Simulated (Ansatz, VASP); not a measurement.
**One calculation of Ca, two programs**

The input INCAR:

```
SYSTEM = Ca
PREC     = Accurate       ! precision mode
ENCUT    = 600            ! plane-wave cutoff, eV
EDIFF    = 1E-7           ! SCF threshold, eV
ISMEAR   = -1             ! smearing method
SIGMA    = 0.1            ! smearing width, eV
LREAL    = .FALSE.        ! projectors in reciprocal space
LASPH    = .TRUE.         ! aspherical terms in the spheres
NELM     = 60             ! most SCF steps
ALGO     = Normal         ! electronic algorithm
ISIF     = 3              ! what is computed and relaxed
LWAVE    = .FALSE.        ! write WAVECAR
LCHARG   = .FALSE.        ! write CHGCAR
GGA      = B5             ! functional
ALDAX    = 1.0          
AGGAX    = 1.0          
AGGAC    = 1.0          
ALDAC    = 0.0          
IBRION   = 2              ! ionic algorithm
NSW      = 80             ! ionic steps
EDIFFG   = -0.01          ! ionic threshold
```

File KPOINTS:

```
Automatic mesh
0
G
  10 10 10
  0 0 0
```

POSCAR

```
Ca
1.0
    0.0000000000      2.7942000000      2.7942000000
    2.7942000000      0.0000000000      2.7942000000
    2.7942000000      2.7942000000      0.0000000000
Ca
1
Direct
    0.0000000000      0.0000000000      0.0000000000
```

Input for Ansatz:

```yaml
crystal:
  lattice:
    - [0.0, 2.7942, 2.7942]
    - [2.7942, 0.0, 2.7942]
    - [2.7942, 2.7942, 0.0]
  atoms:
    - { symbol: Ca, position: [0.0, 0.0, 0.0] }
hamiltonian:
  xc: blyp
  pseudopotentials:
    kind: paw
    azcp:
      Ca: "pseudopotentials/Ca.paw.azcp"
basis:
  ecutwfc: 420
  fft_grid_basis: typed
kpoints:
  mp_grid: { grid: [10, 10, 10], shift: [0, 0, 0] }
magnetization:
  spin_polarized: false
scf:
  occupations: { method: fermi_dirac, width: 0.1 }
relax:
  max_steps: 60
  f_tol: 0.01
  cell: {}
```

Alike in both runs: task relaxation of cell and atoms; functional BLYP; k mesh 10 × 10 × 10; occupations fermi-dirac, width 0.1 eV; no spin polarisation.

|  | VASP | Ansatz |
| --- | --- | --- |
| version | VASP 6.6.1 | Ansatz 0.2.0 |
| potentials or method | VASP PAW PBE potentials, release 64 (Ca_sv), cutoff 600 eV | plane waves (420 eV) with PAW, scalar-relativistic |
| valence electrons in the cell | 10 | 10 |

VASP gave:

```
relaxed volume (Å³/atom)                                     : 42.64
relaxed cell length with the largest relative difference (Å) : 3.922
```

Question: Estimate Ansatz's values.

Answer: Relaxed volume (Å³/atom): 42.55; relaxed cell length with the largest relative difference (Å): 3.919.

VASP's potentials were made for PBE, not for BLYP.
